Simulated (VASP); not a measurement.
# SiGe4 in VASP: a series of runs

SiGe4 is run at these levels: PBE; tasks: relaxation of the atoms.

Everything below comes from runs of VASP 6.6.1. Logs are shortened: lines on timing, memory, paths and dates and some standing lists are left out, and cuts for length are marked.

### Step 1. The cell of the first run

The cell holds a slab with vacuum, 5 atoms: a = 4.074 Å, b = 4.074 Å, c = 19.856 Å, α = 90.00°, β = 90.00°, γ = 90.00°.

### Step 2. Relaxation of the atoms, PBE

INCAR

```
SYSTEM = SiGe4
  PREC = Accurate
  ENCUT = 520
  EDIFF = 1E-6
  ISMEAR = 0
  SIGMA = 0.1
  LREAL = .FALSE.
  LASPH = .TRUE.
  NELM = 100
  ALGO = Fast
  ISIF = 2
  LWAVE = .FALSE.
  LCHARG = .FALSE.
  LDIPOL = .TRUE.
  IDIPOL = 3
  DIPOL = 0.5 0.5 0.341
  GGA = PE
  IBRION = 2
  NSW = 36
  EDIFFG = -0.025
```

KPOINTS

```
Automatic mesh
0
G
  7 7 1
  0 0 0
```

POSCAR

```
SiGe4
1.0
    4.0740542205      0.0000000000      0.0000000000
    0.0000000000      4.0740542205      0.0000000000
    0.0000000000      0.0000000000     19.8557568590
Ge Si
4 1
Selective dynamics
Direct
    0.0000000000      0.5000000000      0.2014529100  F F F
    0.0000000000      0.0000000000      0.2739958855  F F F
    0.5000000000      0.0000000000      0.3493666156  F F F
    0.5000000000      0.5000000000      0.4208228837  F F F
    0.8750000000      1.0000000000      0.4608081569  F F T
```

Potentials or basis: VASP PAW PBE potentials, release 64 (Ge_d, Si).

Started as:

```console
> cat potpaw_PBE.64/Ge_d/POTCAR potpaw_PBE.64/Si/POTCAR > POTCAR
> mpirun -np 1 vasp_std > vasp.out
```

OUTCAR:

```text
SYSTEM = SiGe4
   PREC = Accurate
   ENCUT = 520
   EDIFF = 1E-6
   ISMEAR = 0
   LREAL = .FALSE.
   LASPH = .TRUE.
   NELM = 100
   ISIF = 2
   GGA = PE
   IBRION = 2
   NSW = 36
   EDIFFG = -0.025

 ion  position               nearest neighbor table
   1  0.000  0.500  0.201-   2 2.49   2 2.49
   2  0.000  0.000  0.274-   1 2.49   1 2.49   3 2.53   3 2.53
   3  0.500  0.000  0.349-   4 2.48   4 2.48   2 2.53   2 2.53   5 2.69
   4  0.500  0.500  0.421-   3 2.48   3 2.48   5 2.67   5 2.67
   5  0.875  0.000  0.461-   4 2.67   4 2.67   3 2.69

  LATTYP: Found a simple tetragonal cell.
 ALAT       =     4.0740542205
 C/A-ratio  =     4.8737095248

  Lattice vectors:

 A1 = (   4.0740542205,   0.0000000000,   0.0000000000)
 A2 = (   0.0000000000,   4.0740542205,   0.0000000000)
 A3 = (   0.0000000000,   0.0000000000,  19.8557568590)

Analysis of symmetry for initial positions (statically):
=====================================================================
 Subroutine PRICEL returns:
 Original cell was already a primitive cell.

 Routine SETGRP: Setting up the symmetry group for a
 simple tetragonal supercell.

 Subroutine GETGRP returns: Found  2 space group operations
 (whereof  2 operations were pure point group operations)
 out of a pool of 16 trial point group operations.

The static configuration has the point symmetry C_1h.

Analysis of symmetry for dynamics (positions and initial velocities):
=====================================================================
 Subroutine PRICEL returns:
 Original cell was already a primitive cell.

 Routine SETGRP: Setting up the symmetry group for a
 simple tetragonal supercell.

 Subroutine GETGRP returns: Found  2 space group operations
 (whereof  2 operations were pure point group operations)
 out of a pool of 16 trial point group operations.

The dynamic configuration has the point symmetry C_1h.

Analysis of constrained symmetry for selective dynamics:
=====================================================================
 Subroutine PRICEL returns:
 Original cell was already a primitive cell.

 Routine SETGRP: Setting up the symmetry group for a
 simple tetragonal supercell.

 Subroutine GETGRP returns: Found  2 space group operations
 (whereof  2 operations were pure point group operations)
 out of a pool of 16 trial point group operations.

[... 111 lines left out ...]
   EFERMI =   0.00;   METHOD = LEGACY
   ISMEAR =     0;   SIGMA  =   0.10  broadening in eV -4-tet -1-fermi 0-gaus
   EFERMI_NEDOS =   21; number of points for ismear=-14 and -15
   IALGO  =     68    algorithm
   IMIX   =      4    mixing-type and parameters
     AMIX     =   0.40;   BMIX     =  1.00
     AMIX_MAG =   1.60;   BMIX_MAG =  1.00
  volume/ion in A,a.u.               =      65.91       444.80
  Fermi-wavevector in a.u.,A,eV,Ry     =   0.927852  1.753385 11.713375  0.860909
  Thomas-Fermi vector in A             =   2.053966
   LORBIT       =      0    0 simple, 1 ext, 2 COOP (PROOUT), +10 PAW based schemes
   GGA     = PE    functional components
   LHFCALC =     F    Hartree Fock is set to
   AEXX    =    0.0000 exact exchange contribution
   IVDW    =     0    specifies the selected vdW correction
   LEPSILON=     F    determine dielectric tensor
   LRPA    =     F    only Hartree local field effects (RPA)
 conjugate gradient relaxation of ions
 non-spin polarized calculation
 RMM-DIIS sequential band-by-band and
 Gauss-broadening in eV      SIGMA  =   0.10
  energy-cutoff  :      520.00
  volume of cell :      329.56
 maximum number of plane-waves:      8917
   NGX = 15   NGY = 15   NGZ = 73

 dipolmoment           0.000000      0.000000      0.025929 electrons x Angstroem

--------------------------------------- Ionic step        1  -------------------------------------------

 number of electron      59.9999944 magnetization

 Free energy of the ion-electron system (eV)
  ---------------------------------------------------
  ext. energy  EPLUGINS =         0.00000000
  ---------------------------------------------------
  free energy    TOTEN  =       -19.72902329 eV

  energy without entropy =      -19.70747307  energy(sigma->0) =      -19.71824818

------------------------ aborting loop because EDIFF is reached ----------------------------------------

  FORCE on cell =-STRESS in cart. coord.  units (eV):
  Direction    XX          YY          ZZ          XY          YZ          ZX
  --------------------------------------------------------------------------------------
  -------------------------------------------------------------------------------------
  Total       -2.8951293     -1.1311055      1.6566226      0.0000000      0.0000000      0.3855124
  in kB      -14.0746790     -5.4988722      8.0536750      0.0000000      0.0000000      1.8741694
  external PRESSURE =      -3.8399587 kB  Pullay stress =       0.0000000 kB
[... 104 lines left out ...]
--------------------------------------- Ionic step        4  -------------------------------------------

 number of electron      59.9999944 magnetization

 dipolmoment           0.000000      0.000000     -0.020154 electrons x Angstroem

 Free energy of the ion-electron system (eV)
  ---------------------------------------------------
  ext. energy  EPLUGINS =         0.00000000
  ---------------------------------------------------
  free energy    TOTEN  =       -19.74990804 eV

  energy without entropy =      -19.72833950  energy(sigma->0) =      -19.73912377

 E-fermi :  -1.3719     XC(G=0):  -4.1538

 val. band max:       -1.3902458064   @ k =   0.1429   0.1429   0.0000
 cond. band min:      -1.3286915387   @ k =   0.1429   0.0000   0.0000
 fundamental gap:      0.0615542677
 Fermi energy:        -1.3719009973

 k-point     1 :       0.0000    0.0000    0.0000
  band No.  band energies     occupation
      1     -26.1046      2.00000
      2     -26.0820      2.00000
      3     -26.0656      2.00000
      4     -26.0457      2.00000
      5     -26.0188      2.00000
      6     -25.8233      2.00000
[... 613 lines left out ...]
     35       2.4532      0.00000
     36       3.2553      0.00000

------------------------ aborting loop because EDIFF is reached ----------------------------------------

 vacuum level on the upper side and lower side of the slab       (xc-potential included)        -0.114         0.099

  FORCE on cell =-STRESS in cart. coord.  units (eV):
  Direction    XX          YY          ZZ          XY          YZ          ZX
  --------------------------------------------------------------------------------------
  -------------------------------------------------------------------------------------
  Total       -2.2873765     -0.3293320      2.3748123      0.0000000      0.0000000      0.7094078
  in kB      -11.1200870     -1.6010483     11.5451561      0.0000000      0.0000000      3.4487880
  external PRESSURE =      -0.3919930 kB  Pullay stress =       0.0000000 kB
[... 20 lines left out ...]
  FREE ENERGIE OF THE ION-ELECTRON SYSTEM (eV)
  ---------------------------------------------------
  free  energy   TOTEN  =       -19.7499080411 eV

  energy  without entropy=      -19.7283394987  energy(sigma->0) =      -19.73912377

 reached required accuracy - stopping structural energy minimisation

 vacuum level on the upper side and lower side of the slab         3.107         3.326
```

OSZICAR:

```text
N       E                     dE             d eps       ncg     rms          rms(c)
DAV:   1     0.495291203788E+03    0.49529E+03   -0.31249E+04  1388   0.257E+03
DAV:   2     0.543966091613E+02   -0.44089E+03   -0.43201E+03  1344   0.603E+02
DAV:   3    -0.161787122605E+02   -0.70575E+02   -0.69818E+02  1584   0.187E+02
[... 41 lines left out ...]
RMM:   4    -0.197498999804E+02    0.13626E-03   -0.23717E-03  1581   0.198E-01    0.674E-02
RMM:   5    -0.197498963453E+02    0.36351E-05   -0.29656E-04  1454   0.843E-02    0.226E-02
RMM:   6    -0.197499056957E+02   -0.93504E-05   -0.69432E-05  1238   0.393E-02    0.903E-03
RMM:   7    -0.197499071468E+02   -0.14512E-05   -0.13481E-05  1067   0.186E-02    0.414E-03
RMM:   8    -0.197499080411E+02   -0.89427E-06   -0.27953E-06   928   0.103E-02
   4 F= -.19749908E+02 E0= -.19739124E+02  d E =-.208847E-01
```

Wall time 9.1 min (1 thread of Oxide Virtual Turin-like, shared host); peak memory 0.42 GiB.

What came out:

* Free energy: -19.7499 eV
* Energy gained by relaxing: 4.2 meV/atom
* Ionic steps: 4
* Band gap on the k mesh: zero (bands 30 and 31 overlap by 0.89 eV)

Step by step:
```
step  energy change (eV)  largest force on free atoms (eV/Å)  pressure (GPa)
   1              0.0000                              0.3055           -0.38
   2             -0.0043                              0.2736           -0.35
   3             -0.0142                              0.1748           -0.25
   4             -0.0209                              0.0232           -0.04
```

Final structure:
```
CELL_PARAMETERS angstrom
4.07405 0.00000 0.00000
0.00000 4.07405 0.00000
0.00000 0.00000 19.85576
ATOMIC_POSITIONS crystal
Ge 0.00000 0.50000 0.20145
Ge 0.00000 0.00000 0.27400
Ge 0.50000 0.00000 0.34937
Ge 0.50000 0.50000 0.42082
Si 0.87500 0.00000 0.45339
```

Levels at points of the mesh, in eV from the Fermi level:
```tsv
k point	band 26	band 27	band 28	band 29	band 30	band 31	band 32	band 33	band 34	band 35
(0.00, 0.00, 0.00)	-3.02	-2.30	-1.15	-0.55	-0.35	0.70	1.06	1.99	2.06	2.37
```

### Step 3. Relaxation of the atoms, PBE

INCAR

```
SYSTEM = SiGe4
ALGO = Fast
DIPOL = 0.5 0.5 0.356
EDIFF = 1E-6
EDIFFG = -0.025
ENCUT = 520
GGA = PE
IBRION = 2
IDIPOL = 3
ISIF = 2
ISMEAR = 0
LASPH = .TRUE.
LCHARG = .FALSE.
LDIPOL = .TRUE.
LREAL = .FALSE.
LWAVE = .FALSE.
NELM = 80
NSW = 36
PREC = Accurate
SIGMA = 0.1
```

KPOINTS

```
k-points
0
G
  7 7 1
  0 0 0
```

Edit POSCAR of step 2 so:

```diff
@@ -13,2 +13,2 @@
     0.5000000000      0.5000000000      0.4208228837  F F F
-    0.8750000000      1.0000000000      0.4608081569  F F T
+    0.5000000000      0.6250000000      0.5356431507  F F T
```

Potentials or basis: VASP PAW PBE potentials, release 64 (Ge_d, Si).

Started as:

```console
> cat potpaw_PBE.64/Ge_d/POTCAR potpaw_PBE.64/Si/POTCAR > POTCAR
> mpirun -np 1 vasp_std > vasp.out
```

OUTCAR:

```text
SYSTEM = SiGe4
   EDIFF = 1E-6
   EDIFFG = -0.025
   ENCUT = 520
   GGA = PE
   IBRION = 2
   ISIF = 2
   ISMEAR = 0
   LASPH = .TRUE.
   LREAL = .FALSE.
   NELM = 80
   NSW = 36
   PREC = Accurate

 ion  position               nearest neighbor table
   1  0.000  0.500  0.201-   2 2.49   2 2.49
   2  0.000  0.000  0.274-   1 2.49   1 2.49   3 2.53   3 2.53
   3  0.500  0.000  0.349-   4 2.48   4 2.48   2 2.53   2 2.53
   4  0.500  0.500  0.421-   5 2.34   3 2.48   3 2.48
   5  0.500  0.625  0.536-   4 2.34

  LATTYP: Found a simple tetragonal cell.
 ALAT       =     4.0740542205
 C/A-ratio  =     4.8737095248

  Lattice vectors:

 A1 = (   4.0740542205,   0.0000000000,   0.0000000000)
 A2 = (   0.0000000000,   4.0740542205,   0.0000000000)
 A3 = (   0.0000000000,   0.0000000000,  19.8557568590)

Analysis of symmetry for initial positions (statically):
=====================================================================
 Subroutine PRICEL returns:
 Original cell was already a primitive cell.

 Routine SETGRP: Setting up the symmetry group for a
 simple tetragonal supercell.

 Subroutine GETGRP returns: Found  2 space group operations
 (whereof  2 operations were pure point group operations)
 out of a pool of 16 trial point group operations.

The static configuration has the point symmetry C_1h.

Analysis of symmetry for dynamics (positions and initial velocities):
=====================================================================
 Subroutine PRICEL returns:
 Original cell was already a primitive cell.

 Routine SETGRP: Setting up the symmetry group for a
 simple tetragonal supercell.

 Subroutine GETGRP returns: Found  2 space group operations
 (whereof  2 operations were pure point group operations)
 out of a pool of 16 trial point group operations.

The dynamic configuration has the point symmetry C_1h.

Analysis of constrained symmetry for selective dynamics:
=====================================================================
 Subroutine PRICEL returns:
 Original cell was already a primitive cell.

 Routine SETGRP: Setting up the symmetry group for a
 simple tetragonal supercell.

 Subroutine GETGRP returns: Found  2 space group operations
 (whereof  2 operations were pure point group operations)
 out of a pool of 16 trial point group operations.

The constrained configuration has the point symmetry C_1h.

 Subroutine INISYM returns: Found  2 space group operations
 (whereof  2 operations are pure point group operations),
 and found     1 'primitive' translations

----------------------------------------------------------------------------------------

                                     Primitive cell

  volume of cell :     329.5642

  direct lattice vectors                    reciprocal lattice vectors
     4.074054220  0.000000000  0.000000000     0.245455742  0.000000000  0.000000000
     0.000000000  4.074054220  0.000000000     0.000000000  0.245455742  0.000000000
     0.000000000  0.000000000 19.855756859     0.000000000  0.000000000  0.050363228

  length of vectors
[... 59 lines left out ...]
 -0.285714  0.428571  0.000000      4.000000
  0.428571  0.428571  0.000000      4.000000
   k-points           NKPTS =     16   k-points in BZ     NKDIM =     16   number of bands    NBANDS=     36
   number of dos      NEDOS =    301   number of ions     NIONS =      5
   total plane-waves  NPLWV = 135000
   dimension x,y,z NGX =    30 NGY =   30 NGZ =  150
   dimension x,y,z NGXF=    60 NGYF=   60 NGZF=  300
   ions per type =               4   1
   NGX,Y,Z   is equivalent  to a cutoff of  12.24, 12.24, 12.56 a.u.
   NGXF,Y,Z  is equivalent  to a cutoff of  24.48, 24.48, 25.12 a.u.
 SYSTEM =  SiGe4
   PREC   = accura    normal or accurate (medium, high low for compatibility)
   ISTART =      0    job   : 0-new  1-cont  2-samecut
   ICHARG =      2    charge: 1-file 2-atom 10-const
   ISPIN  =      1    spin polarized calculation?
   LNONCOLLINEAR =      F non collinear calculations
   LSORBIT =      F    spin-orbit coupling
   LASPH  =      T    aspherical Exc in radial PAW
   ENCUT  =  520.0 eV  38.22 Ry    6.18 a.u.   7.58  7.58 36.92*2*pi/ulx,y,z
   NELM   =     80;   NELMIN=  2; NELMDL= -5     # of ELM steps
   EDIFF  = 0.1E-05   stopping-criterion for ELM
   LREAL  =      F    real-space projection
   EDIFFG = -.3E-01   stopping-criterion for IOM
   NSW    =     36    number of steps for IOM
   IBRION =      2    ionic relax: 0-MD 1-quasi-New 2-CG
   NFREE  =      1    steps in history (QN), initial steepest desc. (CG)
   ISIF   =      2    stress and relaxation
   ISYM   =      2    0-nonsym 1-usesym 2-fastsym
   POTIM  = 0.5000    time-step for ionic-motion
   TEBEG  =    0.0;   TEEND  =   0.0 temperature during run
   PSTRESS=    0.0 pullay stress
   NELECT =      60.0000    total number of electrons
   NUPDOWN=      -1.0000    fix difference up-down
   EMIN   =  10.00;   EMAX   =-10.00  energy-range for DOS
   EFERMI =   0.00;   METHOD = LEGACY
   ISMEAR =     0;   SIGMA  =   0.10  broadening in eV -4-tet -1-fermi 0-gaus
   EFERMI_NEDOS =   21; number of points for ismear=-14 and -15
   IALGO  =     68    algorithm
   IMIX   =      4    mixing-type and parameters
     AMIX     =   0.40;   BMIX     =  1.00
     AMIX_MAG =   1.60;   BMIX_MAG =  1.00
  volume/ion in A,a.u.               =      65.91       444.80
  Fermi-wavevector in a.u.,A,eV,Ry     =   0.927852  1.753385 11.713375  0.860909
  Thomas-Fermi vector in A             =   2.053966
   LORBIT       =      0    0 simple, 1 ext, 2 COOP (PROOUT), +10 PAW based schemes
   GGA     = PE    functional components
   LHFCALC =     F    Hartree Fock is set to
   AEXX    =    0.0000 exact exchange contribution
   IVDW    =     0    specifies the selected vdW correction
   LEPSILON=     F    determine dielectric tensor
   LRPA    =     F    only Hartree local field effects (RPA)
 conjugate gradient relaxation of ions
 non-spin polarized calculation
 RMM-DIIS sequential band-by-band and
 Gauss-broadening in eV      SIGMA  =   0.10
  energy-cutoff  :      520.00
  volume of cell :      329.56
 maximum number of plane-waves:      8917
   NGX = 15   NGY = 15   NGZ = 73

 dipolmoment           0.000000      0.000000      0.071776 electrons x Angstroem

 number of electron      59.9999944 magnetization

 dipolmoment           0.000000      0.000000     -0.012530 electrons x Angstroem

 Free energy of the ion-electron system (eV)
  ---------------------------------------------------
  ext. energy  EPLUGINS =         0.00000000
  ---------------------------------------------------
  free energy    TOTEN  =       -19.14412029 eV

  energy without entropy =      -19.12901206  energy(sigma->0) =      -19.13656617

 E-fermi :  -1.6633     XC(G=0):  -4.4996

 val. band max:       -1.6682443738   @ k =   0.4286   0.0000   0.0000
 cond. band min:      -1.5598645480   @ k =   0.4286   0.4286   0.0000
 fundamental gap:      0.1083798257
 Fermi energy:        -1.6633322634

 k-point     1 :       0.0000    0.0000    0.0000
  band No.  band energies     occupation
      1     -26.0831      2.00000
      2     -26.0692      2.00000
      3     -26.0319      2.00000
      4     -26.0046      2.00000
      5     -25.9967      2.00000
      6     -25.9696      2.00000
[... 613 lines left out ...]
     35       1.2773      0.00000
     36       1.9947      0.00000

------------------------ aborting loop because EDIFF is reached ----------------------------------------

 vacuum level on the upper side and lower side of the slab       (xc-potential included)        -0.210         0.009

  FORCE on cell =-STRESS in cart. coord.  units (eV):
  Direction    XX          YY          ZZ          XY          YZ          ZX
  --------------------------------------------------------------------------------------
  -------------------------------------------------------------------------------------
  Total       -3.5197743     -1.7135383      0.4045975      0.0000000     -0.2491220      0.0000000
  in kB      -17.1113919     -8.3303708      1.9669520      0.0000000     -1.2111074      0.0000000
  external PRESSURE =      -7.8249369 kB  Pullay stress =       0.0000000 kB

 VOLUME and BASIS-vectors are now :
 -----------------------------------------------------------------------------
  energy-cutoff  :      520.00
  volume of cell :      329.56
      direct lattice vectors                 reciprocal lattice vectors
     4.074054220  0.000000000  0.000000000     0.245455742  0.000000000  0.000000000
     0.000000000  4.074054220  0.000000000     0.000000000  0.245455742  0.000000000
     0.000000000  0.000000000 19.855756859     0.000000000  0.000000000  0.050363228

 POSITION                                       TOTAL-FORCE (eV/Angst)
 -----------------------------------------------------------------------------------
      0.00000      2.03703      4.00000         0.000000     -0.053566     -0.227760
      0.00000      0.00000      5.44040         0.000000      0.099114      0.224119
      2.03703      0.00000      6.93694         0.000000     -0.013635     -0.068713
      2.03703      2.03703      8.35576         0.000000      0.061591      0.072499
      2.03703      2.54628     10.63560         0.000000     -0.093504     -0.000145
 -----------------------------------------------------------------------------------
    total drift:                                0.000000     -0.000126      0.002535

  FREE ENERGIE OF THE ION-ELECTRON SYSTEM (eV)
  ---------------------------------------------------
  free  energy   TOTEN  =       -19.1441202892 eV

  energy  without entropy=      -19.1290120607  energy(sigma->0) =      -19.13656617

 reached required accuracy - stopping structural energy minimisation

 vacuum level on the upper side and lower side of the slab         3.150         3.389
```

It took 9.7 min on 1 thread of Oxide Virtual Turin-like, shared host; peak memory 0.41 GiB.

What came out:

| Item | Value |
| --- | --- |
| Free energy | -19.1441 eV |
| Band gap on the k mesh | zero (bands 30 and 31 overlap by 1.08 eV) |

Final structure:
```
CELL_PARAMETERS angstrom
4.07405 0.00000 0.00000
0.00000 4.07405 0.00000
0.00000 0.00000 19.85576
ATOMIC_POSITIONS crystal
Ge 0.00000 0.50000 0.20145
Ge 0.00000 0.00000 0.27400
Ge 0.50000 0.00000 0.34937
Ge 0.50000 0.50000 0.42082
Si 0.50000 0.62500 0.53564
```

Caveat: the relaxation stopped at its first step, so nothing moved.

(Part 1 of 2 ends here.)
